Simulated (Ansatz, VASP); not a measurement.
Two plane-wave programs on TlH3S3

```
Tl S H
1.0
    14.00000    0.00000    0.00000
     0.00000   10.45000    0.00000
     0.00000    0.00000   13.29000
Tl S H
1 3 3
Direct
  0.49475 0.49144 0.50587
  0.40269 0.54428 0.66139
  0.41345 0.47534 0.33860
  0.66975 0.45292 0.52016
  0.32143 0.56902 0.60899
  0.32574 0.49521 0.37942
  0.67872 0.43062 0.41995
```

Alike in both runs: task single point; functional PBE; k mesh 1 × 1 × 1; occupations gaussian, width 0.01 eV; non-collinear spin, spin-orbit coupling.

|  | VASP | Ansatz |
| --- | --- | --- |
| version | VASP 6.6.1 | Ansatz 0.2.0 |
| potentials or method | VASP PAW PBE potentials, release 64 (Tl_d, S, H), cutoff 520 eV | plane waves, PAW |
| valence electrons in the cell | 34 | 34 |

|  | VASP | Ansatz | Ansatz less VASP |
| --- | --- | --- | --- |
| rms of the force components (eV/Å) | 0.144 | 0.130 | -0.0138 |
| net moment per atom (μB) | 0.00 | 0.00 | 0.000 |

Ansatz's warnings: xc potential rough in thin density.
